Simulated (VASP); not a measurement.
# WC (rocksalt type): single point with PBE

The system is WC (rocksalt type).

```
CELL_PARAMETERS angstrom
0.00000 1.96293 1.96293
1.96293 0.00000 1.96293
1.96293 1.96293 0.00000
ATOMIC_POSITIONS crystal
W 0.00000 0.00000 0.00000
C 0.50000 0.50000 0.50000
```

This cell differs from its parent crystal: volume scaled by 0.72.

```json
{"Program": "VASP 6.6.1", "Task": "single point", "Functional": "PBE", "Potentials or basis": "VASP PAW PBE potentials, release 64 (W_sv, C)", "Cutoff": "520 eV", "k mesh": "15 × 15 × 15", "Occupations": "fermi-dirac, width 0.08 eV", "Spin": "no spin polarisation"}
```

```yaml
Pressure: 245.0 GPa
Band_gap_on_the_k_mesh: zero (band 9 reaches 19.90 eV, above the bottom of band 10 at 14.97 eV)
```

Levels at points of the mesh, in eV from the Fermi level:
| k point | band 7 | band 8 | band 9 | band 10 | band 11 | band 12 |
| --- | --- | --- | --- | --- | --- | --- |
| (0.00, 0.00, 0.00) | -4.23 | -4.23 | -1.77 | -1.77 | -1.77 | -1.27 |

It took 15 s on 1 thread of Intel(R) Xeon(R) Platinum 8488C (Sapphire Rapids), on a shared host, peak memory 0.16 GiB.

Caveat: spin-orbit coupling is left out, which moves the levels of the heavy elements.
